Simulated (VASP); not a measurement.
A run of VASP 6.6.1 is set up as follows.

INCAR

```
ALGO     = Normal         # electronic algorithm
EDIFF    = 1E-7           # SCF threshold, eV
EDIFFG   = -0.04          # ionic threshold
ENCUT    = 600            # plane-wave cutoff, eV
GGA      = PE             # functional
IBRION   = 2              # ionic algorithm
ISIF     = 3              # what is computed and relaxed
ISMEAR   = 0              # smearing method
ISPIN    = 2              # spin polarisation
LASPH    = True           # aspherical terms in the spheres
LCHARG   = False          # write CHGCAR
LMAXMIX  = 4              # l up to which the mixer works
LORBIT   = 11             # projections on sites
LREAL    = False          # projectors in reciprocal space
LWAVE    = False          # write WAVECAR
MAGMOM   = 0 0 -0.11 0.83 0.83 0.83 0.83 0.83 0.83 # initial moments
NELM     = 150            # most SCF steps
NSW      = 90             # ionic steps
PREC     = Accurate       # precision mode
SIGMA    = 0.1            # smearing width, eV
```

File KPOINTS:

```
k-points
0
Gamma
  3 3 4
```

The input POSCAR:

```
Li2NbO6
1.0
    5.8835700000      0.0000000000      0.0000000000
   -2.9417850000      5.0953210800      0.0000000000
    0.0000000000      0.0000000000      4.9421988000
Li Nb O
2 1 6
Direct
    0.3333333300      0.6666666700      0.7500000000
    0.6666666700      0.3333333300      0.2500000000
    0.0000000000      0.0000000000      0.0000000000
    0.8333333300      0.6666666700      0.7500000000
    0.3333333300      0.1666666700      0.7500000000
    0.8333333300      0.1666666700      0.7500000000
    0.1666666700      0.3333333300      0.2500000000
    0.6666666700      0.8333333300      0.2500000000
    0.1666666700      0.8333333300      0.2500000000
```

Potentials or basis: VASP PAW PBE potentials, release 64 (Li_sv, Nb_sv, O).

Launch:

```console
$ cat potpaw_PBE.64/Li_sv/POTCAR potpaw_PBE.64/Nb_sv/POTCAR potpaw_PBE.64/O/POTCAR > POTCAR
$ mpirun -np 1 vasp_std > vasp.out
```

(1) What does it give for the band gap on the k mesh?

(2) Estimate the site moments.

(3) What does it give for the space group after relaxing (to 0.1 Å)?

(4) Estimate the relaxed volume.

Answers

(1) zero (filled and empty bands overlap).

(2) Li -0.01; Nb -0.20; O +0.73 μB.

(3) P-3m1 (No. 164).

(4) 13.50 Å³/atom.

Caveat: the k points lie up to 0.41 Å⁻¹ apart in the final cell; the cutoff is under 1.25 times the usual one of these potentials, so pressure, stress and relaxed cells hold a basis-set (Pulay) error; the volume moved by over 15 % at a fixed basis, so the end points are rough.
